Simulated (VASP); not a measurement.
# CoSi2 (I4/mmm) in VASP: further runs

CoSi2 is run at these levels: PBE; tasks: single point.

All numbers are computed with VASP 6.6.1; they aren't measurements. Logs are shortened: lines on timing, memory, paths and dates and some standing lists are left out, and cuts for length are marked.

## (1) The cell of the first run

Symmetry: I4/mmm, No. 139, tetragonal system. Conventional cell: a = 3.619 Å, b = 3.619 Å, c = 5.505 Å, α = 90.00°, β = 90.00°, γ = 90.00°. Co (site symmetry 4/mmm) has 8 Si at 2.27 Å within 3.0 Å. Within 3.0 Å of Si (site symmetry -4m2) lie 4 Co at 2.27 Å and 6 Si at 2.56 to 2.75 Å.

## (2) Single point, PBE (biaxial strain in the a-b plane: -4.5 %)

Input file INCAR:

```
SYSTEM = CoSi2
PREC     = Accurate       ! precision mode
ENCUT    = 520            ! plane-wave cutoff, eV
EDIFF    = 1E-6           ! SCF threshold, eV
ISMEAR   = 0              ! smearing method
SIGMA    = 0.1            ! smearing width, eV
LREAL    = .False.        ! projectors in reciprocal space
LASPH    = .True.         ! aspherical terms in the spheres
NELM     = 80             ! most SCF steps
ALGO     = Normal         ! electronic algorithm
ISIF     = 2              ! what is computed and relaxed
LWAVE    = .False.        ! write WAVECAR
LCHARG   = .False.        ! write CHGCAR
GGA      = PE             ! functional
NBANDS   = 26             ! bands
```

Input file KPOINTS:

```
Automatic mesh
0
Gamma
  10 10 8
  0 0 0
```

Input file POSCAR:

```
CoSi2
1.0
    2.5593418007      2.5593418007      0.0000000000
   -2.5593418007      2.5593418007      0.0000000000
    0.0000000000      0.0000000000      5.5045948259
Co Si
2 4
Direct
    0.0000000000      0.0000000000      0.0000000000
    0.5000000000      0.5000000000      0.5000000000
    0.0000000000      0.5000000000      0.7500000000
    0.5000000000      0.0000000000      0.7500000000
    0.5000000000      0.0000000000      0.2500000000
    0.0000000000      0.5000000000      0.2500000000
```

Potentials or basis: VASP PAW PBE potentials, release 64 (Co, Si).

The run is started by

```bash
cat potpaw_PBE.64/Co/POTCAR potpaw_PBE.64/Si/POTCAR > POTCAR
mpirun -np 1 vasp_std > vasp.out
```

OUTCAR:

```text
SYSTEM = CoSi2
   PREC = Accurate
   ENCUT = 520
   EDIFF = 1E-6
   ISMEAR = 0
   LREAL = .False.
   LASPH = .True.
   NELM = 80
   ISIF = 2
   GGA = PE

 ion  position               nearest neighbor table
   1  0.000  0.000  0.000-   3 2.27   4 2.27   5 2.27   6 2.27   3 2.27   6 2.27   4 2.27   5 2.27

   2  0.500  0.500  0.500-   3 2.27   4 2.27   5 2.27   6 2.27   4 2.27   5 2.27   3 2.27   6 2.27

   3  0.000  0.500  0.750-   1 2.27   2 2.27   1 2.27   2 2.27   4 2.56   4 2.56   4 2.56   4 2.56
                             6 2.75   6 2.75
   4  0.500  0.000  0.750-   1 2.27   2 2.27   2 2.27   1 2.27   3 2.56   3 2.56   3 2.56   3 2.56
                             5 2.75   5 2.75
   5  0.500  0.000  0.250-   1 2.27   2 2.27   2 2.27   1 2.27   6 2.56   6 2.56   6 2.56   6 2.56
                             4 2.75   4 2.75
   6  0.000  0.500  0.250-   1 2.27   2 2.27   1 2.27   2 2.27   5 2.56   5 2.56   5 2.56   5 2.56
                             3 2.75   3 2.75

  LATTYP: Found a simple tetragonal cell.
 ALAT       =     3.6194558853
 C/A-ratio  =     1.5208348990

  Lattice vectors:

 A1 = (   2.5593418007,   2.5593418007,   0.0000000000)
 A2 = (  -2.5593418007,   2.5593418007,   0.0000000000)
 A3 = (   0.0000000000,   0.0000000000,   5.5045948259)

Analysis of symmetry for initial positions (statically):
=====================================================================
 Subroutine PRICEL returns following result:

  LATTYP: Found a body centered tetragonal cell.
 ALAT       =     3.6194558853
 C/A-ratio  =     1.5208348990

  Lattice vectors:

 A1 = (   2.5593418007,   0.0000000000,  -2.7522974130)
 A2 = (  -2.5593418007,   0.0000000000,  -2.7522974129)
 A3 = (   0.0000000000,   2.5593418007,   2.7522974129)

   2 primitive cells build up your supercell.

 Routine SETGRP: Setting up the symmetry group for a
 simple tetragonal supercell.

 Subroutine GETGRP returns: Found 16 space group operations
 (whereof 16 operations were pure point group operations)
 out of a pool of 16 trial point group operations.

The static configuration has the point symmetry D_4h.

Analysis of symmetry for dynamics (positions and initial velocities):
=====================================================================
 Subroutine PRICEL returns following result:

  LATTYP: Found a body centered tetragonal cell.
 ALAT       =     3.6194558853
 C/A-ratio  =     1.5208348990

  Lattice vectors:

 A1 = (   2.5593418007,   0.0000000000,  -2.7522974130)
 A2 = (  -2.5593418007,   0.0000000000,  -2.7522974129)
 A3 = (   0.0000000000,   2.5593418007,   2.7522974129)

   2 primitive cells build up your supercell.

 Routine SETGRP: Setting up the symmetry group for a
 simple tetragonal supercell.

 Subroutine GETGRP returns: Found 16 space group operations
 (whereof 16 operations were pure point group operations)
 out of a pool of 16 trial point group operations.

The dynamic configuration has the point symmetry D_4h.

 Subroutine INISYM returns: Found 16 space group operations
 (whereof 16 operations are pure point group operations),
 and found     2 'primitive' translations

----------------------------------------------------------------------------------------

                                     Primitive cell

  volume of cell :      36.0564

  direct lattice vectors                    reciprocal lattice vectors
     2.559341801  0.000000000 -2.752297413     0.195362730  0.195362730 -0.181666414
    -2.559341801  0.000000000 -2.752297413    -0.195362730  0.195362730 -0.181666414
     0.000000000  2.559341801  2.752297413     0.000000000  0.390725459  0.000000000

  length of vectors
     3.758373518  3.758373518  3.758373518     0.330659762  0.330659762  0.390725459

  position of ions in fractional coordinates (direct lattice)
     0.000000000  0.000000000  0.000000000
     0.250000000  0.750000000  0.500000000
     0.750000000  0.250000000  0.500000000

  ion indices of the primitive-cell ions
   primitive index   ion index
                 1           1
                 2           3
                 3           4

----------------------------------------------------------------------------------------

 KPOINTS: Automatic mesh

Automatic generation of k-mesh.
 Grid dimensions read from file:
 generate k-points for:   10   10    8

 Generating k-lattice:

  Cartesian coordinates                     Fractional coordinates (reciprocal lattice)
     0.019536273  0.019536273  0.000000000     0.100000000  0.000000000  0.000000000
    -0.019536273  0.019536273  0.000000000     0.000000000  0.100000000  0.000000000
     0.000000000  0.000000000  0.022708302     0.000000000  0.000000000  0.125000000

  Length of vectors
     0.027628462  0.027628462  0.022708302

  Shift w.r.t. Gamma in fractional coordinates (k-lattice)
     0.000000000  0.000000000  0.000000000

 Subroutine IBZKPT returns following result:
 ===========================================

 Found    105 irreducible k-points:

 Following reciprocal coordinates:
            Coordinates               Weight
  0.000000  0.000000  0.000000      1.000000
  0.100000  0.000000  0.000000      4.000000
  0.200000  0.000000  0.000000      4.000000
  0.300000  0.000000  0.000000      4.000000
  0.400000  0.000000  0.000000      4.000000
  0.500000  0.000000  0.000000      2.000000
[... 16 lines left out ...]
  0.100000  0.000000  0.125000      8.000000
  0.200000  0.000000  0.125000      8.000000
 [... further k-points ...]
   k-points           NKPTS =    105   k-points in BZ     NKDIM =    105   number of bands    NBANDS=     26
   number of dos      NEDOS =    301   number of ions     NIONS =      6
   total plane-waves  NPLWV =  32928
   dimension x,y,z NGX =    28 NGY =   28 NGZ =   42
   dimension x,y,z NGXF=    56 NGYF=   56 NGZF=   84
   ions per type =               2   4
   NGX,Y,Z   is equivalent  to a cutoff of  12.86, 12.86, 12.68 a.u.
   NGXF,Y,Z  is equivalent  to a cutoff of  25.72, 25.72, 25.37 a.u.
 SYSTEM =  CoSi2
   PREC   = accura    normal or accurate (medium, high low for compatibility)
   ISTART =      0    job   : 0-new  1-cont  2-samecut
   ICHARG =      2    charge: 1-file 2-atom 10-const
   ISPIN  =      1    spin polarized calculation?
   LNONCOLLINEAR =      F non collinear calculations
   LSORBIT =      F    spin-orbit coupling
   LASPH  =      T    aspherical Exc in radial PAW
   ENCUT  =  520.0 eV  38.22 Ry    6.18 a.u.   6.73  6.73 10.23*2*pi/ulx,y,z
   NELM   =     80;   NELMIN=  2; NELMDL= -5     # of ELM steps
   EDIFF  = 0.1E-05   stopping-criterion for ELM
   LREAL  =      F    real-space projection
   EDIFFG = 0.1E-04   stopping-criterion for IOM
   NSW    =      0    number of steps for IOM
   IBRION =     -1    ionic relax: 0-MD 1-quasi-New 2-CG
   NFREE  =      0    steps in history (QN), initial steepest desc. (CG)
   ISIF   =      2    stress and relaxation
   ISYM   =      2    0-nonsym 1-usesym 2-fastsym
   POTIM  = 0.5000    time-step for ionic-motion
   TEBEG  =    0.0;   TEEND  =   0.0 temperature during run
   PSTRESS=    0.0 pullay stress
   NELECT =      34.0000    total number of electrons
   NUPDOWN=      -1.0000    fix difference up-down
   EMIN   =  10.00;   EMAX   =-10.00  energy-range for DOS
   EFERMI =   0.00;   METHOD = LEGACY
   ISMEAR =     0;   SIGMA  =   0.10  broadening in eV -4-tet -1-fermi 0-gaus
   EFERMI_NEDOS =   21; number of points for ismear=-14 and -15
   IALGO  =     38    algorithm
   IMIX   =      4    mixing-type and parameters
     AMIX     =   0.40;   BMIX     =  1.00
     AMIX_MAG =   1.60;   BMIX_MAG =  1.00
  volume/ion in A,a.u.               =      12.02        81.11
  Fermi-wavevector in a.u.,A,eV,Ry     =   1.274179  2.407849 22.089501  1.623532
  Thomas-Fermi vector in A             =   2.406961
   LORBIT       =      0    0 simple, 1 ext, 2 COOP (PROOUT), +10 PAW based schemes
   GGA     = PE    functional components
   LHFCALC =     F    Hartree Fock is set to
   AEXX    =    0.0000 exact exchange contribution
   IVDW    =     0    specifies the selected vdW correction
   LEPSILON=     F    determine dielectric tensor
   LRPA    =     F    only Hartree local field effects (RPA)
 non-spin polarized calculation
 Gauss-broadening in eV      SIGMA  =   0.10
  energy-cutoff  :      520.00
  volume of cell :       72.11
 maximum number of plane-waves:      1968
 NGX is ok and might be reduce to    28
   NGX = 13   NGY = 13   NGZ = 21

 number of electron      34.0000002 magnetization

 Free energy of the ion-electron system (eV)
  ---------------------------------------------------
  ext. energy  EPLUGINS =         0.00000000
  ---------------------------------------------------
  free energy    TOTEN  =       -38.32713110 eV

  energy without entropy =      -38.31701256  energy(sigma->0) =      -38.32207183

 E-fermi :  10.9609     XC(G=0): -12.0417

 val. band max:       10.9430615402   @ k =   0.2000   0.1000   0.3750
 cond. band min:      10.9656637226   @ k =   0.3000   0.3000   0.3750
 fundamental gap:      0.0226021825
 Fermi energy:        10.9608937225

 k-point     1 :       0.0000    0.0000    0.0000
  band No.  band energies     occupation
      1      -2.6805      2.00000
      2       0.9360      2.00000
      3       3.3578      2.00000
      4       4.9422      2.00000
      5       6.5061      2.00000
      6       6.5061      2.00000
[... 18 lines left out ...]
     25      15.3049      0.00000
     26      17.8503      0.00000

 k-point     2 :       0.1000    0.0000    0.0000
  band No.  band energies     occupation
      1      -2.5686      2.00000
      2       1.0243      2.00000
      3       3.4655      2.00000
      4       4.5933      2.00000
      5       6.2554      2.00000
      6       6.5645      2.00000
[... 18 lines left out ...]
     25      16.3476      0.00000
[... 608 lines left out ...]
     25      16.7702      0.00000
     26      17.0294      0.00000

 k-point    24 :       0.2000    0.0000    0.1250
  band No.  band energies     occupation
      1      -2.1613      2.00000
      2       0.9261      2.00000
      3       3.6661      2.00000
      4       4.2385      2.00000
      5       5.4793      2.00000
      6       6.7415      2.00000
[... 18 lines left out ...]
     25      16.6005      0.00000
     26      17.2585      0.00000

 [... further k-points ...]

------------------------ aborting loop because EDIFF is reached ----------------------------------------

  FORCE on cell =-STRESS in cart. coord.  units (eV):
  Direction    XX          YY          ZZ          XY          YZ          ZX
  --------------------------------------------------------------------------------------
  -------------------------------------------------------------------------------------
  Total        7.3017588      7.3017588      3.9839797      0.0000000      0.0000000     -0.0000000
  in kB      162.2281182    162.2281182     88.5147737      0.0000000      0.0000000     -0.0000000
  external PRESSURE =     137.6570033 kB  Pullay stress =       0.0000000 kB

 VOLUME and BASIS-vectors are now :
 -----------------------------------------------------------------------------
  energy-cutoff  :      520.00
  volume of cell :       72.11
      direct lattice vectors                 reciprocal lattice vectors
     2.559341801  2.559341801  0.000000000     0.195362730  0.195362730  0.000000000
    -2.559341801  2.559341801  0.000000000    -0.195362730  0.195362730  0.000000000
     0.000000000  0.000000000  5.504594826     0.000000000  0.000000000  0.181666414

 POSITION                                       TOTAL-FORCE (eV/Angst)
 -----------------------------------------------------------------------------------
      0.00000      0.00000      0.00000        -0.000000      0.000000     -0.000000
      0.00000      2.55934      2.75230         0.000000     -0.000000      0.000000
     -1.27967      1.27967      4.12845         0.000000      0.000000     -0.000000
      1.27967      1.27967      4.12845         0.000000      0.000000     -0.000000
      1.27967      1.27967      1.37615         0.000000      0.000000      0.000000
     -1.27967      1.27967      1.37615        -0.000000      0.000000     -0.000000
 -----------------------------------------------------------------------------------
    total drift:                               -0.000000      0.000000      0.000000

  FREE ENERGIE OF THE ION-ELECTRON SYSTEM (eV)
  ---------------------------------------------------
  free  energy   TOTEN  =       -38.3271311014 eV

  energy  without entropy=      -38.3170125580  energy(sigma->0) =      -38.32207183
```

Run time: 82 s. Hardware: 1 thread of Intel Xeon 6975P-C (Granite Rapids), shared host; peak memory 0.28 GiB.

What came out:

| Property | Result |
| --- | --- |
| Free energy | -38.3271 eV |
| Pressure | 13.8 GPa |
| Band gap on the k mesh | zero (bands 17 and 18 overlap by 3.67 eV) |

Caveat: the cell differs from its parent crystal (biaxial strain in the a-b plane: -4.5 %); the cell stands under pressure; the run has no spin polarisation, though such a crystal can be magnetic. Spin polarisation is off, so any magnetic state and its effect on volume and gap are missing.

## (3) Single point, PBE (biaxial strain in the a-b plane: -4.5 %, then relaxed in part)

Input file INCAR:

```
SYSTEM = CoSi2
PREC = Accurate ; ENCUT = 520
EDIFF = 1E-7 ; ISMEAR = 0
SIGMA = 0.1 ; LREAL = .False.
LASPH = .True. ; NELM = 60
ALGO = Normal ; ISIF = 2
LWAVE = .False. ; LCHARG = .False.
GGA = PE ; NBANDS = 26
```

KPOINTS is that of step 2.

Changes to POSCAR since step 2:

```diff
@@ -4,3 +4,3 @@
    -2.5593418007      2.5593418007      0.0000000000
-    0.0000000000      0.0000000000      5.5045948259
+    0.0000000000      0.0000000000      5.7047052401
 Co Si
```

Potentials or basis: VASP PAW PBE potentials, release 64 (Co, Si).

The run is started by

```bash
cat potpaw_PBE.64/Co/POTCAR potpaw_PBE.64/Si/POTCAR > POTCAR
mpirun -np 1 vasp_std > vasp.out
```

Wall time 1.9 min (1 thread of Intel Xeon 6975P-C (Granite Rapids), shared host); peak memory 0.28 GiB.

Results (log left out):

* Free energy: -38.3958 eV
* Pressure: 6.2 GPa
* Band gap on the k mesh: zero (bands 17 and 18 overlap by 3.50 eV)

Stress tensor (GPa, compression positive):
```
 9.38  0.00  0.00
 0.00  9.38  0.00
 0.00  0.00 -0.11
```

Levels at points of the mesh, in eV from the Fermi level:
```
           k point  band 13  band 14  band 15  band 16  band 17  band 18  band 19  band 20  band 21  band 22
(0.00, 0.00, 0.00)    -2.12    -1.72    -1.29     1.13     2.21     2.39     3.02     3.02     3.23     3.70
(0.50, 0.00, 0.00)    -1.49    -1.49    -1.49    -1.49     0.60     0.60     3.22     3.22     3.80     3.80
(0.50, 0.50, 0.00)    -1.97    -1.97    -1.67    -1.67    -1.30    -1.30     1.41     1.41     2.80     2.80
(0.00, 0.00, 0.50)    -1.05    -1.05    -0.24    -0.24    -0.24    -0.24     1.91     1.91     3.24     3.24
(0.50, 0.00, 0.50)    -1.53    -1.53    -1.02    -1.02    -0.10    -0.10     2.98     2.98     3.02     3.02
(0.50, 0.50, 0.50)    -1.67    -1.67    -1.30    -1.30    -0.95    -0.95     3.28     3.28     3.28     3.28
```

Caveat: the cell differs from its parent crystal (biaxial strain in the a-b plane: -4.5 %, then relaxed in part); the cell stands under pressure; the run has no spin polarisation, though such a crystal can be magnetic.

(Continued in part 2 of 2.)
